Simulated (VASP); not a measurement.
# Be24NO in VASP: notebook

Runs on Be24NO. Level: PBE. Tasks: single point.

All numbers are computed with VASP 6.6.1; they aren't measurements. Logs are shortened: lines on timing, memory, paths and dates and some standing lists are left out, and cuts for length are marked.

**1. The cell of the first run**

The cell holds a slab with vacuum, 26 atoms: a = 4.525 Å, b = 7.134 Å, c = 22.369 Å, α = 90.00°, β = 90.00°, γ = 90.00°.

**2. Single point, PBE, collinear spin, ferromagnetic start**

File INCAR:

```
PREC = Accurate ; ENCUT = 520
EDIFF = 1E-6 ; ISMEAR = 0
SIGMA = 0.1 ; LREAL = F
LASPH = T ; NELM = 200
ALGO = Normal ; ISIF = 2
LWAVE = F ; LCHARG = F
ISPIN = 2 ; MAGMOM = 0 0 0 0 0 0 0 0 0 0 0 0 0 0 0 0 0 0 0 0 0 0 0 0 1 0
LORBIT = 11 ; LDIPOL = T
IDIPOL = 3 ; DIPOL = 0.5 0.5 0.290
GGA = PE ; NBANDS = 52
GGA_COMPAT = F ; NELMDL = -8
KPAR = 4
```

File KPOINTS:

```
Automatic mesh
0
Gamma
  6 4 1
```

File POSCAR:

```
Be24NO
1.0
    4.5254381411      0.0000000000      0.0000000000
    0.0000000000      7.1336190820      0.0000000000
    0.0000000000      0.0000000000     22.3685529248
Be N O
24 1 1
Direct
    0.0000000000      0.3750000000      0.1788224752
    0.0000000000      0.8750000000      0.1788224752
    0.5000000000      0.3750000000      0.1788224752
    0.5000000000      0.8750000000      0.1788224752
    0.2500000000      0.1250000000      0.2080237711
    0.2500000000      0.6250000000      0.2080237711
    0.7500000000      0.1250000000      0.2080237711
    0.7500000000      0.6250000000      0.2080237711
    0.2500000000      0.3750000000      0.2664263628
    0.2500000000      0.8750000000      0.2664263628
    0.7500000000      0.3750000000      0.2664263628
    0.7500000000      0.8750000000      0.2664263628
    0.0000000000      0.1250000000      0.2903069137
    0.0000000000      0.6250000000      0.2903069137
    0.5000000000      0.1250000000      0.2903069137
    0.5000000000      0.6250000000      0.2903069137
    0.0000000000      0.3750000000      0.3546814205
    0.0000000000      0.8750000000      0.3546814205
    0.5000000000      0.3750000000      0.3546814205
    0.5000000000      0.8750000000      0.3546814205
    0.2500000000      0.1250000000      0.3741213369
    0.2500000000      0.6250000000      0.3741213369
    0.7500000000      0.1250000000      0.3741213369
    0.7500000000      0.6250000000      0.3741213369
    0.7500000000      0.4583333333      0.4232975176
    0.8849191768      0.5932525101      0.4369509029
```

Potentials or basis: VASP PAW PBE potentials, release 64 (Be, N, O).

On the command line:

```
$ cat potpaw_PBE.64/Be/POTCAR potpaw_PBE.64/N/POTCAR potpaw_PBE.64/O/POTCAR > POTCAR
$ mpirun -np 4 vasp_std > vasp.out
```

OUTCAR:

```text
PREC = Accurate
   ENCUT = 520
   EDIFF = 1E-6
   ISMEAR = 0
   LREAL = F
   LASPH = T
   NELM = 200
   ISIF = 2
   ISPIN = 2
   LORBIT = 11
   GGA = PE
   NELMDL = -8

 ion  position               nearest neighbor table
   1  0.000  0.375  0.179-   5 2.21   6 2.21   7 2.21   8 2.21   9 2.26  11 2.26   3 2.26   3 2.26

   2  0.000  0.875  0.179-   5 2.21   6 2.21   7 2.21   8 2.21  10 2.26  12 2.26   4 2.26   4 2.26

   3  0.500  0.375  0.179-   5 2.21   6 2.21   7 2.21   8 2.21   9 2.26  11 2.26   1 2.26   1 2.26
[... 39 lines left out ...]
  23  0.750  0.125  0.374-  17 2.16  18 2.16  19 2.16  20 2.16  13 2.19  15 2.19  21 2.26  21 2.26

  24  0.750  0.625  0.374-  26 1.55  25 1.62  19 2.16  20 2.16  17 2.16  18 2.16  14 2.19  16 2.19
                            22 2.26  22 2.26
  25  0.750  0.458  0.423-  26 1.18  24 1.62  17 2.00  19 2.00
  26  0.885  0.593  0.437-  25 1.18  24 1.55

  LATTYP: Found a simple orthorhombic cell.
 ALAT       =     4.5254381411
 B/A-ratio  =     1.5763377732
 C/A-ratio  =     4.9428480132

  Lattice vectors:

 A1 = (   4.5254381411,   0.0000000000,   0.0000000000)
 A2 = (   0.0000000000,   7.1336190820,   0.0000000000)
 A3 = (   0.0000000000,   0.0000000000,  22.3685529248)

Analysis of symmetry for initial positions (statically):
=====================================================================
 Subroutine PRICEL returns:
 Original cell was already a primitive cell.

 Routine SETGRP: Setting up the symmetry group for a
 simple orthorhombic supercell.

 Subroutine GETGRP returns: Found  1 space group operations
 (whereof  1 operations were pure point group operations)
 out of a pool of  8 trial point group operations.

The static configuration has the point symmetry C_1 .

Analysis of symmetry for dynamics (positions and initial velocities):
=====================================================================
 Subroutine PRICEL returns:
 Original cell was already a primitive cell.

 Routine SETGRP: Setting up the symmetry group for a
 simple orthorhombic supercell.

 Subroutine GETGRP returns: Found  1 space group operations
 (whereof  1 operations were pure point group operations)
 out of a pool of  8 trial point group operations.

The dynamic configuration has the point symmetry C_1 .

Analysis of structural, dynamic, and magnetic symmetry:
=====================================================================
 Subroutine PRICEL returns:
 Original cell was already a primitive cell.

 Routine SETGRP: Setting up the symmetry group for a
 simple orthorhombic supercell.

 Subroutine GETGRP returns: Found  1 space group operations
 (whereof  1 operations were pure point group operations)
 out of a pool of  8 trial point group operations.

The overall configuration has the point symmetry C_1 .

 Subroutine INISYM returns: Found  1 space group operations
 (whereof  1 operations are pure point group operations),
 and found     1 'primitive' translations

----------------------------------------------------------------------------------------

                                     Primitive cell

  volume of cell :     722.1184

  direct lattice vectors                    reciprocal lattice vectors
     4.525438141  0.000000000  0.000000000     0.220973079  0.000000000  0.000000000
     0.000000000  7.133619082  0.000000000     0.000000000  0.140181300  0.000000000
     0.000000000  0.000000000 22.368552925     0.000000000  0.000000000  0.044705619

  length of vectors
     4.525438141  7.133619082 22.368552925     0.220973079  0.140181300  0.044705619

  position of ions in fractional coordinates (direct lattice)
     0.000000000  0.375000000  0.178822475
     0.000000000  0.875000000  0.178822475
     0.500000000  0.375000000  0.178822475
     0.500000000  0.875000000  0.178822475
     0.250000000  0.125000000  0.208023771
     0.250000000  0.625000000  0.208023771
[... 18 lines left out ...]
     0.750000000  0.458333333  0.423297518
     0.884919177  0.593252510  0.436950903

  ion indices of the primitive-cell ions
   primitive index   ion index
                 1           1
                 2           2
                 3           3
                 4           4
                 5           5
                 6           6
[... 18 lines left out ...]
                25          25
                26          26

[... 31 lines left out ...]
  0.500000  0.000000  0.000000      1.000000
  0.000000  0.250000  0.000000      2.000000
  0.166667  0.250000  0.000000      2.000000
  0.166667 -0.250000  0.000000      2.000000
  0.333333  0.250000  0.000000      2.000000
  0.333333 -0.250000  0.000000      2.000000
  0.500000  0.250000  0.000000      2.000000
  0.000000  0.500000  0.000000      1.000000
  0.166667  0.500000  0.000000      2.000000
  0.333333  0.500000  0.000000      2.000000
  0.500000  0.500000  0.000000      1.000000
   k-points           NKPTS =     14   k-points in BZ     NKDIM =     14   number of bands    NBANDS=     52
   number of dos      NEDOS =    301   number of ions     NIONS =     26
   total plane-waves  NPLWV = 326592
   dimension x,y,z NGX =    36 NGY =   54 NGZ =  168
   dimension x,y,z NGXF=    72 NGYF=  108 NGZF=  336
   ions per type =              24   1   1
   NGX,Y,Z   is equivalent  to a cutoff of  13.22, 12.58, 12.49 a.u.
   NGXF,Y,Z  is equivalent  to a cutoff of  26.45, 25.17, 24.97 a.u.
 SYSTEM =  unknown system
   PREC   = accura    normal or accurate (medium, high low for compatibility)
   ISTART =      0    job   : 0-new  1-cont  2-samecut
   ICHARG =      2    charge: 1-file 2-atom 10-const
   ISPIN  =      2    spin polarized calculation?
   LNONCOLLINEAR =      F non collinear calculations
   LSORBIT =      F    spin-orbit coupling
   LASPH  =      T    aspherical Exc in radial PAW
   ENCUT  =  520.0 eV  38.22 Ry    6.18 a.u.   8.41 13.26 41.59*2*pi/ulx,y,z
   NELM   =    200;   NELMIN=  2; NELMDL= -8     # of ELM steps
   EDIFF  = 0.1E-05   stopping-criterion for ELM
   LREAL  =      F    real-space projection
   EDIFFG = 0.1E-04   stopping-criterion for IOM
   NSW    =      0    number of steps for IOM
   IBRION =     -1    ionic relax: 0-MD 1-quasi-New 2-CG
   NFREE  =      0    steps in history (QN), initial steepest desc. (CG)
   ISIF   =      2    stress and relaxation
   ISYM   =      2    0-nonsym 1-usesym 2-fastsym
   POTIM  = 0.5000    time-step for ionic-motion
   TEBEG  =    0.0;   TEEND  =   0.0 temperature during run
   PSTRESS=    0.0 pullay stress
   NELECT =      59.0000    total number of electrons
   NUPDOWN=      -1.0000    fix difference up-down
   EMIN   =  10.00;   EMAX   =-10.00  energy-range for DOS
   EFERMI =   0.00;   METHOD = LEGACY
   ISMEAR =     0;   SIGMA  =   0.10  broadening in eV -4-tet -1-fermi 0-gaus
   EFERMI_NEDOS =   21; number of points for ismear=-14 and -15
   IALGO  =     38    algorithm
   IMIX   =      4    mixing-type and parameters
     AMIX     =   0.40;   BMIX     =  1.00
     AMIX_MAG =   1.60;   BMIX_MAG =  1.00
  volume/ion in A,a.u.               =      27.77       187.43
  Fermi-wavevector in a.u.,A,eV,Ry     =   0.710378  1.342419  6.865997  0.504637
  Thomas-Fermi vector in A             =   1.797209
   LORBIT       =     11    0 simple, 1 ext, 2 COOP (PROOUT), +10 PAW based schemes
   GGA     = PE    functional components
   LHFCALC =     F    Hartree Fock is set to
   AEXX    =    0.0000 exact exchange contribution
   IVDW    =     0    specifies the selected vdW correction
   LEPSILON=     F    determine dielectric tensor
   LRPA    =     F    only Hartree local field effects (RPA)
 spin polarized calculation
 Gauss-broadening in eV      SIGMA  =   0.10
  energy-cutoff  :      520.00
  volume of cell :      722.12
 maximum number of plane-waves:     19505
 NGX is ok and might be reduce to    36
   NGX = 17   NGY = 27   NGZ = 83

 dipolmoment           0.000000      0.000000     -0.098371 electrons x Angstroem

 number of electron      59.0000000 magnetization       0.0000986

 dipolmoment           0.000000      0.000000      0.109432 electrons x Angstroem

 Free energy of the ion-electron system (eV)
  ---------------------------------------------------
  ext. energy  EPLUGINS =         0.00000000
  ---------------------------------------------------
  free energy    TOTEN  =       -94.90797488 eV

  energy without entropy =      -94.87829469  energy(sigma->0) =      -94.89313478

 E-fermi :  -1.4673     XC(G=0):  -3.8479

 val. band max:       -1.4830490329   @ k =   0.1667   0.2500   0.0000
 cond. band min:      -1.4527114805   @ k =   0.1667   0.0000   0.0000
 fundamental gap:      0.0303375524
 Fermi energy:        -1.4673406613

 spin component 1

 k-point     1 :       0.0000    0.0000    0.0000
  band No.  band energies     occupation
      1     -28.4198      1.00000
      2     -14.4339      1.00000
      3     -12.0279      1.00000
      4     -11.2139      1.00000
      5     -10.1563      1.00000
      6      -9.7409      1.00000
[... 605 lines left out ...]
     40       2.9327      0.00000
     41       2.9950      0.00000
 Fermi energy:        -1.4673406613

 spin component 2

 k-point     1 :       0.0000    0.0000    0.0000
  band No.  band energies     occupation
      1     -28.4198      1.00000
      2     -14.4338      1.00000
      3     -12.0279      1.00000
      4     -11.2139      1.00000
      5     -10.1563      1.00000
      6      -9.7409      1.00000
[... 605 lines left out ...]
     40       2.9328      0.00000
     41       2.9950      0.00000
 [bands above 41 left out]

------------------------ aborting loop because EDIFF is reached ----------------------------------------

 vacuum level on the upper side and lower side of the slab       (xc-potential included)         0.278        -0.350

  FORCE on cell =-STRESS in cart. coord.  units (eV):
  Direction    XX          YY          ZZ          XY          YZ          ZX
  --------------------------------------------------------------------------------------
  -------------------------------------------------------------------------------------
  Total        3.8760395      5.8017650      5.0818753      4.0773481      0.0337109      2.0260967
  in kB        8.5998393     12.8724816     11.2752493      9.0464865      0.0747949      4.4953375
  external PRESSURE =      10.9158568 kB  Pullay stress =       0.0000000 kB

 VOLUME and BASIS-vectors are now :
 -----------------------------------------------------------------------------
  energy-cutoff  :      520.00
  volume of cell :      722.12
      direct lattice vectors                 reciprocal lattice vectors
     4.525438141  0.000000000  0.000000000     0.220973079  0.000000000  0.000000000
     0.000000000  7.133619082  0.000000000     0.000000000  0.140181300  0.000000000
     0.000000000  0.000000000 22.368552925     0.000000000  0.000000000  0.044705619

 POSITION                                       TOTAL-FORCE (eV/Angst)
 -----------------------------------------------------------------------------------
      0.00000      2.67511      4.00000        -0.018581     -0.051918      0.523320
      0.00000      6.24192      4.00000         0.045390     -0.026029      0.411914
      2.26272      2.67511      4.00000         0.024868     -0.036242      0.484681
      2.26272      6.24192      4.00000        -0.056452      0.132607      0.532316
      1.13136      0.89170      4.65319         0.009232      0.007308     -0.742277
      1.13136      4.45851      4.65319        -0.022441     -0.016573     -0.705106
[... 18 lines left out ...]
      3.39408      3.26958      9.46855        -6.111771     -9.961253     -1.981069
      4.00465      4.23204      9.77396         6.390741      8.158364      4.561937
 -----------------------------------------------------------------------------------
    total drift:                               -0.000056      0.000081     -0.000300

  FREE ENERGIE OF THE ION-ELECTRON SYSTEM (eV)
  ---------------------------------------------------
  free  energy   TOTEN  =       -94.9079748763 eV

  energy  without entropy=      -94.8782946913  energy(sigma->0) =      -94.89313478

 vacuum level on the upper side and lower side of the slab         3.411         2.790

 total charge

# of ion       s       p       d       tot
------------------------------------------
    1        0.414   0.603   0.000   1.017
    2        0.410   0.604   0.000   1.014
    3        0.407   0.608   0.000   1.015
    4        0.413   0.604   0.000   1.016
    5        0.421   0.738   0.000   1.159
    6        0.419   0.737   0.000   1.156
[... 18 lines left out ...]
   25        1.312   2.508   0.000   3.820
   26        1.609   3.600   0.000   5.209
--------------------------------------------------
tot         13.018  23.485   0.000  36.503

 magnetization (x)

# of ion       s       p       d       tot
------------------------------------------
    1        0.000   0.000   0.000   0.000
    2        0.000   0.000   0.000   0.000
    3        0.000   0.000   0.000   0.000
    4        0.000   0.000   0.000   0.000
    5       -0.000  -0.000   0.000  -0.000
    6       -0.000  -0.000   0.000  -0.000
[... 18 lines left out ...]
   25        0.000   0.000   0.000   0.000
   26        0.000   0.000   0.000   0.000
--------------------------------------------------
tot          0.000   0.000   0.000   0.000
```

Wall time 10 min (4 MPI ranks of AMD EPYC 9R45 (Zen 5), shared host); peak memory 1.4 GiB.

Results:

- Free energy: -94.9080 eV
- Largest force: 11.853 eV/Å
- Net moment: 0.00 μB per cell
- Valence electrons inside the program's atomic spheres: Be 1.02, 1.01, 1.16, 1.17, 1.18, 1.22, 1.23, 1.21, 1.13, 1.11, 1.15, 1.08, 1.07, 1.44; N 3.82; O 5.21

Forces in eV/Å, atoms in the order of the input:
```
Be  -0.019 -0.052  0.523
Be   0.045 -0.026  0.412
Be   0.025 -0.036  0.485
Be  -0.056  0.133  0.532
Be   0.009  0.007 -0.742
Be  -0.022 -0.017 -0.705
Be  -0.010  0.030 -0.606
Be  -0.018 -0.053 -0.640
Be   0.095  0.083 -0.162
Be   0.055 -0.001  0.177
Be  -0.053 -0.029 -0.056
Be  -0.055  0.103 -0.027
Be   0.004  0.118  0.014
Be   0.059 -0.118  0.408
Be   0.028 -0.107  0.044
Be   0.063  0.085 -0.052
Be   0.272 -0.616 -0.236
Be   0.054  0.323 -0.327
Be  -0.017  0.582  0.515
Be  -0.271  0.114 -0.062
Be  -0.056 -0.067  0.073
Be   0.014  0.256 -0.146
Be   0.248 -0.523  0.074
Be  -0.671  1.615 -2.077
N   -6.112 -9.961 -1.981
O    6.391  8.158  4.562
```

Caveat: the standard files for N, O and F lose accuracy on very short bonds.

**3. Single point, PBE, collinear spin, ferromagnetic start**

File INCAR:

```
PREC = Accurate
ENCUT = 520
EDIFF = 1E-6
ISMEAR = 0
SIGMA = 0.1
LREAL = False
LASPH = True
NELM = 200
ALGO = Normal
ISIF = 2
LWAVE = False
LCHARG = True
ISPIN = 2
MAGMOM = 0 0 0 0 0 0 0 0 0 0 0 0 0 0 0 0 0 0 0 0 0 0 0 0 1 0
LORBIT = 11
LDIPOL = True
IDIPOL = 3
DIPOL = 0.5 0.5 0.293
GGA = PE
LVHAR = True
LVACPOTAV = True
NBANDS = 52
GGA_COMPAT = False
NELMDL = -8
KPAR = 4
```

File KPOINTS:

```
regular mesh
0
Gamma
  6 4 1
```

POSCAR: that of step 2 with these lines changed.

```diff
@@ -32,3 +32,3 @@
     0.7500000000      0.6250000000      0.3741213369
-    0.7500000000      0.4583333333      0.4232975176
-    0.8849191768      0.5932525101      0.4369509029
+    0.7500000000      0.4583333333      0.4447562146
+    0.8487676923      0.5571010257      0.4820579571
```

Potentials or basis: VASP PAW PBE potentials, release 64 (Be, N, O).

On the command line:

```
$ cat potpaw_PBE.64/Be/POTCAR potpaw_PBE.64/N/POTCAR potpaw_PBE.64/O/POTCAR > POTCAR
$ mpirun -np 4 vasp_std > vasp.out
```

It took 11 min on 4 MPI ranks of AMD EPYC 9R45 (Zen 5), shared host; peak memory 1.4 GiB.

It converged, with:

```yaml
Free_energy: -95.4365 eV
Largest_force: 2.178 eV/Å
Net_moment: 0.00 μB per cell
Valence_electrons_inside_the_program's_atomic_spheres: Be 1.02, 1.01, 1.16, 1.18, 1.17, 1.21, 1.14, 1.15, 1.11, 1.08; N 3.68; O 5.08
```

Forces on the atoms (eV/Å):
```
Be   0.039  0.017  0.548
Be   0.004 -0.027  0.478
Be  -0.027 -0.028  0.542
Be   0.013  0.061  0.575
Be   0.001 -0.003 -0.750
Be  -0.009 -0.063 -0.771
Be   0.005  0.036 -0.666
Be   0.019 -0.038 -0.735
Be  -0.041  0.038  0.110
Be   0.047 -0.032  0.164
Be  -0.011  0.036  0.158
Be  -0.027  0.058  0.077
Be   0.051 -0.038  0.065
Be   0.064 -0.005  0.100
Be  -0.014 -0.104 -0.035
Be   0.037  0.002  0.014
Be   0.299 -0.081 -0.093
Be  -0.020  0.002 -0.084
Be  -0.296 -0.015 -0.236
Be  -0.038  0.028 -0.086
Be  -0.004  0.075  0.071
Be   0.209  0.093 -0.322
Be   0.077 -0.190  0.041
Be  -0.153 -0.068  0.172
N   -1.186 -0.667 -1.064
O    0.962  0.913  1.728
```

Levels at points of the mesh, in eV from the Fermi level:
Spin up:
| k point | band 27 | band 28 | band 29 | band 30 | band 31 | band 32 | band 33 | band 34 |
| --- | --- | --- | --- | --- | --- | --- | --- | --- |
| (0.00, 0.00, 0.00) | -1.10 | -0.42 | -0.27 | -0.12 | 0.13 | 0.77 | 1.05 | 1.33 |
| (0.50, 0.00, 0.00) | -0.48 | -0.05 | 0.56 | 0.81 | 0.95 | 1.43 | 1.44 | 1.44 |
| (0.00, 0.50, 0.00) | -1.00 | -0.90 | -0.88 | -0.42 | 0.01 | 0.47 | 0.71 | 1.48 |
| (0.50, 0.50, 0.00) | -0.53 | -0.43 | -0.16 | 0.24 | 0.39 | 0.47 | 0.49 | 1.11 |
Spin down:
```
           k point  band 27  band 28  band 29  band 30  band 31  band 32  band 33  band 34
(0.00, 0.00, 0.00)    -1.10    -0.42    -0.27    -0.12     0.13     0.77     1.05     1.33
(0.50, 0.00, 0.00)    -0.48    -0.05     0.56     0.81     0.95     1.43     1.44     1.44
(0.00, 0.50, 0.00)    -1.00    -0.90    -0.88    -0.42     0.01     0.47     0.71     1.48
(0.50, 0.50, 0.00)    -0.53    -0.43    -0.16     0.24     0.39     0.47     0.49     1.11
```

Caveat: the standard files for N, O and F lose accuracy on very short bonds.

[end of part 1 of 2]
